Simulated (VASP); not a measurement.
# SnO2 (Pnnm) in VASP: a series of runs

The runs below take SnO2 through single point, relaxation of shape and atoms at fixed volume, with PBE.

Everything below comes from runs of VASP 6.6.1. Logs are shortened: lines on timing, memory, paths and dates and some standing lists are left out, and cuts for length are marked.

**1. The cell of the first run**

The typed cell holds 6 atoms: a = 4.827 Å, b = 4.828 Å, c = 3.238 Å, α = 90.00°, β = 90.00°, γ = 90.00°.

**2. Single point, PBE**

The input, INCAR:

```
PREC = Accurate ; ENCUT = 600
EDIFF = 1E-6 ; ISMEAR = 0
SIGMA = 0.02 ; LREAL = F
LASPH = T ; NELM = 120
ALGO = Normal ; ISIF = 2
LWAVE = F ; LCHARG = F
GGA = PE ; NBANDS = 35
GGA_COMPAT = F
```

The input, KPOINTS:

```
Automatic mesh
0
Gamma
  6 6 8
```

The input, POSCAR:

```
SnO2
1.0
    4.8265176529      0.0000000000      0.0000000000
    0.0000000000      4.8283676203      0.0000000000
    0.0000000000      0.0000000000      3.2381666493
Sn O
2 4
Direct
    0.5000000000      0.5000000000      0.5000000000
    0.0000000000      0.0000000000      0.0000000000
    0.3064962476      0.3066616299      0.0000000000
    0.8064962476      0.1933383701      0.5000000000
    0.1935037524      0.8066616299      0.5000000000
    0.6935037524      0.6933383701      0.0000000000
```

Potentials or basis: VASP PAW PBE potentials, release 64 (Sn_d, O).

Command:

```
cat potpaw_PBE.64/Sn_d/POTCAR potpaw_PBE.64/O/POTCAR > POTCAR
mpirun -np 1 vasp_std > vasp.out
```

OUTCAR:

```text
PREC = Accurate
   ENCUT = 600
   EDIFF = 1E-6
   ISMEAR = 0
   LREAL = F
   LASPH = T
   NELM = 120
   ISIF = 2
   GGA = PE

 ion  position               nearest neighbor table
   1  0.500  0.500  0.500-   3 2.09   6 2.09   3 2.09   6 2.09   5 2.09   4 2.09
   2  0.000  0.000  0.000-   4 2.09   5 2.09   4 2.09   5 2.09   3 2.09   6 2.09
   3  0.306  0.307  0.000-   1 2.09   1 2.09   2 2.09
   4  0.806  0.193  0.500-   2 2.09   2 2.09   1 2.09
   5  0.194  0.807  0.500-   2 2.09   2 2.09   1 2.09
   6  0.694  0.693  0.000-   1 2.09   1 2.09   2 2.09

  LATTYP: Found a simple orthorhombic cell.
 ALAT       =     3.2381666493
 B/A-ratio  =     1.4905093454
 C/A-ratio  =     1.4910806463

  Lattice vectors:

 A1 = (   0.0000000000,   0.0000000000,   3.2381666493)
 A2 = (   4.8265176529,   0.0000000000,   0.0000000000)
 A3 = (   0.0000000000,   4.8283676203,   0.0000000000)

Analysis of symmetry for initial positions (statically):
=====================================================================
 Subroutine PRICEL returns:
 Original cell was already a primitive cell.

 Routine SETGRP: Setting up the symmetry group for a
 simple orthorhombic supercell.

 Subroutine GETGRP returns: Found  8 space group operations
 (whereof  4 operations were pure point group operations)
 out of a pool of  8 trial point group operations.

The static configuration has the point symmetry C_2h.
 The point group associated with its full space group is D_2h.

Analysis of symmetry for dynamics (positions and initial velocities):
=====================================================================
 Subroutine PRICEL returns:
 Original cell was already a primitive cell.

 Routine SETGRP: Setting up the symmetry group for a
 simple orthorhombic supercell.

 Subroutine GETGRP returns: Found  8 space group operations
 (whereof  4 operations were pure point group operations)
 out of a pool of  8 trial point group operations.

The dynamic configuration has the point symmetry C_2h.
 The point group associated with its full space group is D_2h.

 Subroutine INISYM returns: Found  8 space group operations
 (whereof  4 operations are pure point group operations),
 and found     1 'primitive' translations

----------------------------------------------------------------------------------------

                                     Primitive cell

  volume of cell :      75.4629

  direct lattice vectors                    reciprocal lattice vectors
     4.826517653  0.000000000  0.000000000     0.207188717  0.000000000  0.000000000
     0.000000000  4.828367620  0.000000000     0.000000000  0.207109334  0.000000000
     0.000000000  0.000000000  3.238166649     0.000000000  0.000000000  0.308816719

  length of vectors
     4.826517653  4.828367620  3.238166649     0.207188717  0.207109334  0.308816719

  position of ions in fractional coordinates (direct lattice)
     0.500000000  0.500000000  0.500000000
     0.000000000  0.000000000  0.000000000
     0.306496248  0.306661630  0.000000000
     0.806496248  0.193338370  0.500000000
     0.193503752  0.806661630  0.500000000
     0.693503752  0.693338370  0.000000000

  ion indices of the primitive-cell ions
   primitive index   ion index
                 1           1
                 2           2
                 3           3
                 4           4
                 5           5
                 6           6

----------------------------------------------------------------------------------------

 KPOINTS: Automatic mesh

Automatic generation of k-mesh.
 Grid dimensions read from file:
 generate k-points for:    6    6    8

 Generating k-lattice:

  Cartesian coordinates                     Fractional coordinates (reciprocal lattice)
     0.034531453  0.000000000  0.000000000     0.166666667  0.000000000  0.000000000
     0.000000000  0.034518222  0.000000000     0.000000000  0.166666667  0.000000000
     0.000000000  0.000000000  0.038602090     0.000000000  0.000000000  0.125000000

  Length of vectors
     0.034531453  0.034518222  0.038602090

  Shift w.r.t. Gamma in fractional coordinates (k-lattice)
     0.000000000  0.000000000  0.000000000

 Subroutine IBZKPT returns following result:
 ===========================================

 Found     80 irreducible k-points:

 Following reciprocal coordinates:
            Coordinates               Weight
  0.000000  0.000000  0.000000      1.000000
  0.166667  0.000000  0.000000      2.000000
  0.333333  0.000000  0.000000      2.000000
  0.500000  0.000000  0.000000      1.000000
  0.000000  0.166667  0.000000      2.000000
  0.166667  0.166667  0.000000      4.000000
[... 16 lines left out ...]
  0.333333  0.166667  0.125000      8.000000
  0.500000  0.166667  0.125000      4.000000
 [... further k-points ...]
   k-points           NKPTS =     80   k-points in BZ     NKDIM =     80   number of bands    NBANDS=     35
   number of dos      NEDOS =    301   number of ions     NIONS =      6
   total plane-waves  NPLWV =  44800
   dimension x,y,z NGX =    40 NGY =   40 NGZ =   28
   dimension x,y,z NGXF=    80 NGYF=   80 NGZF=   56
   ions per type =               2   4
   NGX,Y,Z   is equivalent  to a cutoff of  13.78, 13.77, 14.38 a.u.
   NGXF,Y,Z  is equivalent  to a cutoff of  27.56, 27.54, 28.75 a.u.
 SYSTEM =  unknown system
   PREC   = accura    normal or accurate (medium, high low for compatibility)
   ISTART =      0    job   : 0-new  1-cont  2-samecut
   ICHARG =      2    charge: 1-file 2-atom 10-const
   ISPIN  =      1    spin polarized calculation?
   LNONCOLLINEAR =      F non collinear calculations
   LSORBIT =      F    spin-orbit coupling
   LASPH  =      T    aspherical Exc in radial PAW
   ENCUT  =  600.0 eV  44.10 Ry    6.64 a.u.   9.64  9.64  6.47*2*pi/ulx,y,z
   NELM   =    120;   NELMIN=  2; NELMDL= -5     # of ELM steps
   EDIFF  = 0.1E-05   stopping-criterion for ELM
   LREAL  =      F    real-space projection
   EDIFFG = 0.1E-04   stopping-criterion for IOM
   NSW    =      0    number of steps for IOM
   IBRION =     -1    ionic relax: 0-MD 1-quasi-New 2-CG
   NFREE  =      0    steps in history (QN), initial steepest desc. (CG)
   ISIF   =      2    stress and relaxation
   ISYM   =      2    0-nonsym 1-usesym 2-fastsym
   POTIM  = 0.5000    time-step for ionic-motion
   TEBEG  =    0.0;   TEEND  =   0.0 temperature during run
   PSTRESS=    0.0 pullay stress
   NELECT =      52.0000    total number of electrons
   NUPDOWN=      -1.0000    fix difference up-down
   EMIN   =  10.00;   EMAX   =-10.00  energy-range for DOS
   EFERMI =   0.00;   METHOD = LEGACY
   ISMEAR =     0;   SIGMA  =   0.02  broadening in eV -4-tet -1-fermi 0-gaus
   EFERMI_NEDOS =   21; number of points for ismear=-14 and -15
   IALGO  =     38    algorithm
   IMIX   =      4    mixing-type and parameters
     AMIX     =   0.40;   BMIX     =  1.00
     AMIX_MAG =   1.60;   BMIX_MAG =  1.00
  volume/ion in A,a.u.               =      12.58        84.87
  Fermi-wavevector in a.u.,A,eV,Ry     =   1.445988  2.732522 28.448182  2.090882
  Thomas-Fermi vector in A             =   2.564108
   LORBIT       =      0    0 simple, 1 ext, 2 COOP (PROOUT), +10 PAW based schemes
   GGA     = PE    functional components
   LHFCALC =     F    Hartree Fock is set to
   AEXX    =    0.0000 exact exchange contribution
   IVDW    =     0    specifies the selected vdW correction
   LEPSILON=     F    determine dielectric tensor
   LRPA    =     F    only Hartree local field effects (RPA)
 non-spin polarized calculation
 Gauss-broadening in eV      SIGMA  =   0.02
  energy-cutoff  :      600.00
  volume of cell :       75.46
 maximum number of plane-waves:      2557
 NGX is ok and might be reduce to    40
   NGX = 19   NGY = 19   NGZ = 13

 number of electron      52.0000001 magnetization

 Free energy of the ion-electron system (eV)
  ---------------------------------------------------
  ext. energy  EPLUGINS =         0.00000000
  ---------------------------------------------------
  free energy    TOTEN  =       -37.32025449 eV

  energy without entropy =      -37.32025449  energy(sigma->0) =      -37.32025449

 E-fermi :   5.6682     XC(G=0): -10.9758

 val. band max:        5.5293409333   @ k =   0.0000   0.0000   0.0000
 cond. band min:       6.1985883171   @ k =   0.0000   0.0000   0.0000
 fundamental gap:      0.6692473838
 Fermi energy:         5.6681560393

 k-point     1 :       0.0000    0.0000    0.0000
  band No.  band energies     occupation
      1     -15.5053      2.00000
      2     -14.8409      2.00000
      3     -14.6478      2.00000
      4     -14.6204      2.00000
      5     -14.6204      2.00000
      6     -14.5547      2.00000
[... 27 lines left out ...]
     34      17.0115      0.00000
     35      17.7692      0.00000

 k-point     2 :       0.1667    0.0000    0.0000
  band No.  band energies     occupation
      1     -15.4679      2.00000
      2     -14.8828      2.00000
      3     -14.6470      2.00000
      4     -14.6189      2.00000
      5     -14.6189      2.00000
      6     -14.5832      2.00000
[... 27 lines left out ...]
     34      17.1146      0.00000
     35      17.7864      0.00000

 k-point     3 :       0.3333    0.0000    0.0000
  band No.  band energies     occupation
      1     -15.3599      2.00000
      2     -15.0160      2.00000
      3     -14.6443      2.00000
      4     -14.6212      2.00000
      5     -14.6159      2.00000
      6     -14.6158      2.00000
[... 27 lines left out ...]
     34      17.4783      0.00000
     35      17.7683      0.00000
[... 723 lines left out ...]
 k-point    23 :       0.3333    0.1667    0.1250
  band No.  band energies     occupation
      1     -15.3002      2.00000
      2     -15.0304      2.00000
      3     -14.7398      2.00000
      4     -14.7268      2.00000
      5     -14.6090      2.00000
      6     -14.5758      2.00000
[... 27 lines left out ...]
     34      17.5487      0.00000
     35      17.7253      0.00000

 k-point    24 :       0.5000    0.1667    0.1250
  band No.  band energies     occupation
      1     -15.1763      2.00000
      2     -15.1763      2.00000
      3     -14.7340      2.00000
      4     -14.7340      2.00000
      5     -14.5932      2.00000
      6     -14.5932      2.00000
[... 27 lines left out ...]
     34      17.4686      0.00000
     35      17.7378      0.00000

 [... further k-points ...]

------------------------ aborting loop because EDIFF is reached ----------------------------------------

  FORCE on cell =-STRESS in cart. coord.  units (eV):
  Direction    XX          YY          ZZ          XY          YZ          ZX
  --------------------------------------------------------------------------------------
  -------------------------------------------------------------------------------------
  Total        0.1662900      0.1549526      0.2887178     -0.0000000      0.0000000      0.0000000
  in kB        3.5305578      3.2898484      6.1298632     -0.0000000      0.0000000      0.0000000
  external PRESSURE =       4.3167565 kB  Pullay stress =       0.0000000 kB

 VOLUME and BASIS-vectors are now :
 -----------------------------------------------------------------------------
  energy-cutoff  :      600.00
  volume of cell :       75.46
      direct lattice vectors                 reciprocal lattice vectors
     4.826517653  0.000000000  0.000000000     0.207188717  0.000000000  0.000000000
     0.000000000  4.828367620  0.000000000     0.000000000  0.207109334  0.000000000
     0.000000000  0.000000000  3.238166649     0.000000000  0.000000000  0.308816719

 POSITION                                       TOTAL-FORCE (eV/Angst)
 -----------------------------------------------------------------------------------
      2.41326      2.41418      1.61908         0.000000     -0.000000      0.000000
      0.00000      0.00000      0.00000         0.000000     -0.000000      0.000000
      1.47931      1.48068      0.00000        -0.011346     -0.011518      0.000000
      3.89257      0.93351      1.61908        -0.011346      0.011518      0.000000
      0.93395      3.89486      1.61908         0.011346     -0.011518      0.000000
      3.34721      3.34769      0.00000         0.011346      0.011518      0.000000
 -----------------------------------------------------------------------------------
    total drift:                                0.000000      0.000000     -0.000000

  FREE ENERGIE OF THE ION-ELECTRON SYSTEM (eV)
  ---------------------------------------------------
  free  energy   TOTEN  =       -37.3202544906 eV

  energy  without entropy=      -37.3202544906  energy(sigma->0) =      -37.32025449
```

Run time: 2 min. Hardware: 1 thread of AMD EPYC 9R45 (Zen 5), shared host; peak memory 0.31 GiB.

What came out:

```
Free energy            : -37.3203 eV
Pressure               : 0.4 GPa
Largest force          : 0.016 eV/Å
Band gap on the k mesh : 0.67 eV, direct
```

Forces in eV/Å, atoms in the order of the input:
```
Sn   0.000  0.000  0.000
Sn   0.000  0.000  0.000
O   -0.011 -0.012  0.000
O   -0.011  0.012  0.000
O    0.011 -0.012  0.000
O    0.011  0.012  0.000
```

Caveat: spin-orbit coupling is left out, which moves the levels of the heavy elements.

**3. Relaxation of shape and atoms at fixed volume, PBE (volume scaled by 0.88)**

The input, INCAR:

```
SYSTEM = SnO2
PREC     = Accurate       ! precision mode
ENCUT    = 600            ! plane-wave cutoff, eV
EDIFF    = 1E-7           ! SCF threshold, eV
ISMEAR   = 0              ! smearing method
SIGMA    = 0.02           ! smearing width, eV
LREAL    = .False.        ! projectors in reciprocal space
LASPH    = .True.         ! aspherical terms in the spheres
NELM     = 60             ! most SCF steps
ALGO     = Normal         ! electronic algorithm
ISIF     = 4              ! what is computed and relaxed
LWAVE    = .False.        ! write WAVECAR
LCHARG   = .False.        ! write CHGCAR
GGA      = PE             ! functional
IBRION   = 2              ! ionic algorithm
NSW      = 50             ! ionic steps
EDIFFG   = -0.01          ! ionic threshold
```

The input, KPOINTS:

```
regular mesh
0
Gamma
  6 6 8
  0 0 0
```

The input, POSCAR:

```
SnO2
1.0
    4.5927770526      0.0000000000      0.0000000000
    0.0000000000      4.5938380584      0.0000000000
    0.0000000000      0.0000000000      3.1474950051
Sn O
2 4
Direct
    0.5000000000      0.5000000000      0.5000000000
    0.0000000000      0.0000000000      0.0000000000
    0.3051470460      0.3055628753      0.0000000000
    0.8051470460      0.1944371247      0.5000000000
    0.1948529540      0.8055628753      0.5000000000
    0.6948529540      0.6944371247      0.0000000000
```

Potentials or basis: VASP PAW PBE potentials, release 64 (Sn_d, O).

Command:

```
cat potpaw_PBE.64/Sn_d/POTCAR potpaw_PBE.64/O/POTCAR > POTCAR
mpirun -np 1 vasp_std > vasp.out
```

Wall time 7.8 min (1 thread of Intel Xeon Platinum 8259CL at 2.50GHz (Skylake/Cascade Lake), shared host); peak memory 0.32 GiB.

It converged, with:

| Item | Value |
| --- | --- |
| Free energy | -36.5269 eV |
| Energy gained by relaxing | 0.5 meV/atom |
| Ionic steps | 5 |
| Pressure after relaxing | 30.5 GPa |
| Band gap on the k mesh | 2.07 eV, direct |

The path:
| step | energy change (eV) | largest force (eV/Å) | pressure (GPa) | volume (Å³) |
| --- | --- | --- | --- | --- |
| 1 | 0.0000 | 0.1032 | 30.91 | 66.41 |
| 2 | -0.0019 | 0.1343 | 30.46 | 66.41 |
| 3 | -0.0026 | 0.0535 | 30.59 | 66.41 |
| 4 | -0.0030 | 0.0131 | 30.55 | 66.41 |
| 5 | -0.0030 | 0.0019 | 30.53 | 66.41 |

Final structure:
```
Sn O
1.0
     4.57971    0.00000    0.00000
     0.00000    4.58099    0.00000
     0.00000    0.00000    3.16533
Sn O
2 4
Direct
  0.50000 0.50000 0.50000
  0.00000 0.00000 0.00000
  0.30503 0.30549 0.00000
  0.80503 0.19451 0.50000
  0.19497 0.80549 0.50000
  0.69497 0.69451 0.00000
```

Levels at points of the mesh, in eV from the valence-band top:
| k point | band 22 | band 23 | band 24 | band 25 | band 26 | band 27 | band 28 | band 29 | band 30 | band 31 |
| --- | --- | --- | --- | --- | --- | --- | --- | --- | --- | --- |
| (0.00, 0.00, 0.00) | -1.24 | -1.24 | -0.81 | -0.81 | 0.00 | 2.07 | 6.55 | 6.55 | 6.65 | 10.89 |
| (0.50, 0.00, 0.00) | -2.05 | -1.21 | -1.21 | -0.64 | -0.64 | 5.25 | 5.25 | 7.37 | 7.37 | 12.03 |
| (0.00, 0.50, 0.00) | -2.06 | -1.21 | -1.21 | -0.64 | -0.64 | 5.26 | 5.26 | 7.37 | 7.37 | 12.03 |
| (0.50, 0.50, 0.00) | -2.19 | -1.34 | -1.34 | -0.91 | -0.91 | 5.66 | 5.66 | 7.99 | 7.99 | 11.94 |
| (0.00, 0.00, 0.50) | -2.67 | -1.87 | -1.87 | -1.35 | -1.35 | 7.08 | 7.08 | 10.39 | 10.39 | 10.98 |
| (0.50, 0.00, 0.50) | -1.83 | -1.20 | -1.20 | -0.55 | -0.55 | 7.43 | 7.43 | 8.86 | 8.86 | 11.52 |
| (0.00, 0.50, 0.50) | -1.83 | -1.21 | -1.21 | -0.55 | -0.55 | 7.43 | 7.43 | 8.86 | 8.86 | 11.53 |
| (0.50, 0.50, 0.50) | -2.22 | -0.99 | -0.99 | -0.87 | -0.87 | 5.66 | 5.66 | 9.32 | 9.32 | 11.53 |

Caveat: the cell differs from its parent crystal (volume scaled by 0.88); spin-orbit coupling is left out, which moves the levels of the heavy elements.
